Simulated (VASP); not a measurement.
Input of a VASP 6.6.1 run:

The input INCAR:

```
SYSTEM = Ti4W
PREC = Accurate
ENCUT = 600
EDIFF = 1E-7
ISMEAR = 0
SIGMA = 0.1
LREAL = .False.
LASPH = .True.
NELM = 60
ALGO = Normal
ISIF = 3
LWAVE = .False.
LCHARG = .False.
GGA = PE
IBRION = 2
NSW = 90
EDIFFG = -0.04
```

The input KPOINTS:

```
regular mesh
0
Gamma
  6 6 2
  0 0 0
```

POSCAR

```
Ti4W
1.0
    2.8812952100      0.0000000000      0.0000000000
   -1.4406476000      2.4952748500      0.0000000000
    0.0000000000      0.0000000000      9.2647511000
Ti W
4 1
Direct
    0.3333333300      0.6666666700      0.8658552800
    0.3333333300      0.6666666700      0.3767953500
    0.6666666700      0.3333333300      0.1341447200
    0.6666666700      0.3333333300      0.6232046500
    0.0000000000      0.0000000000      0.0000000000
```

Potentials or basis: VASP PAW PBE potentials, release 64 (Ti_sv, W_sv).

Command:

```console
$ cat potpaw_PBE.64/Ti_sv/POTCAR potpaw_PBE.64/W_sv/POTCAR > POTCAR
$ mpirun -np 1 vasp_std > vasp.out
```

Task: Predict the space group after relaxing (to 0.05 Å).

Result: P-3m1 (No. 164).

Task: Estimate the band gap on the k mesh.

Result: Zero (band 31 reaches 9.28 eV, above the bottom of band 32 at 8.42 eV).

Task: What does it give for the relaxed cell?

Result: a = 2.878 Å, b = 2.878 Å, c = 11.825 Å, α = 90.00°, β = 90.00°, γ = 120.00°.

Task: Predict the relaxed volume.

Result: 16.96 Å³/atom.

The path:
```tsv
step	energy change (eV)	largest force (eV/Å)	pressure (GPa)	volume (Å³)
1	0.0000	17.9965	109.76	66.61
2	2.6436	0.3615	-17.63	198.89
3	-2.7444	1.3132	-22.25	158.02
4	-7.3180	1.8109	-23.56	129.90
5	-11.9625	1.1771	-8.23	94.77
6	-12.0302	1.3519	1.79	87.77
7	-12.0776	1.2213	-2.76	90.55
8	-12.0771	1.2257	-1.97	90.03
9	-12.5903	0.8004	-0.77	87.85
10	-12.7549	0.5827	2.99	84.84
11	-12.7870	0.3587	-3.54	88.66
12	-12.7953	0.4184	-1.62	87.45
13	-12.8370	0.3899	-1.60	87.11
14	-12.9532	0.2487	-1.34	86.07
15	-12.7177	1.1556	1.49	83.91
16	-12.9715	0.1297	-1.21	85.60
17	-12.9719	0.0847	-1.25	85.66
18	-12.9493	0.0462	4.12	82.61
19	-12.9781	0.0727	0.35	84.69
20	-12.9803	0.0582	-0.26	85.08
21	-12.9804	0.0587	-0.14	85.00
22	-12.9812	0.0398	0.23	84.82
```

Caveat: the k points lie up to 0.42 Å⁻¹ apart in the final cell; the volume moved by over 15 % at a fixed basis, so the end points are rough; spin-orbit coupling is left out, which moves the levels of the heavy elements.
